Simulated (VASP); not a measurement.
KMgF3, 5 atoms in the cell. It takes space group Pm-3m (No. 221, cubic). Conventional cell: a = 3.986 Å, b = 3.986 Å, c = 3.986 Å, α = 90.00°, β = 90.00°, γ = 90.00°. Within 3.7 Å of K (site symmetry m-3m) lie 12 F at 2.82 Å and 8 Mg at 3.45 Å. Within 2.6 Å of Mg (site symmetry m-3m) lie 6 F at 1.99 Å. F (site symmetry 4/mmm) has 2 Mg at 1.99 Å within 2.6 Å. 

| Item | Value |
| --- | --- |
| Program | VASP 6.6.1 |
| Task | relaxation of cell and atoms |
| Functional | LDA |
| Potentials or basis | VASP PAW LDA potentials, release 64 (K_sv, Mg_sv, F) |
| Cutoff | 840 eV |
| k mesh | 6 × 6 × 6 |
| Occupations | gaussian, width 0.01 eV |
| Spin | no spin polarisation |
| Dipole correction | no |
| Further INCAR settings | ALGO = Normal; EDIFF = 1e-07; IBRION = 2; EDIFFG = -0.02; NSW = 100; ISIF = 3 |

Potentials or basis: VASP PAW LDA potentials, release 64 (K_sv, Mg_sv, F).

Run with:

```bash
$ cat potpaw_LDA.64/K_sv/POTCAR potpaw_LDA.64/Mg_sv/POTCAR potpaw_LDA.64/F/POTCAR > POTCAR
$ mpirun -np 1 vasp_std > vasp.out
```

Hardware: 1 thread of Intel(R) Xeon(R) Platinum 8259CL CPU @ 2.50GHz (Skylake/Cascade Lake) (shared host).

Question: How long does it take, and how much memory?

Answer: Wall time 3.2 min on 1 thread of Intel(R) Xeon(R) Platinum 8259CL CPU @ 2.50GHz (Skylake/Cascade Lake) (shared host), peak memory 0.23 GiB. Counts: scf iterations 30, k points 20, ion steps 3.
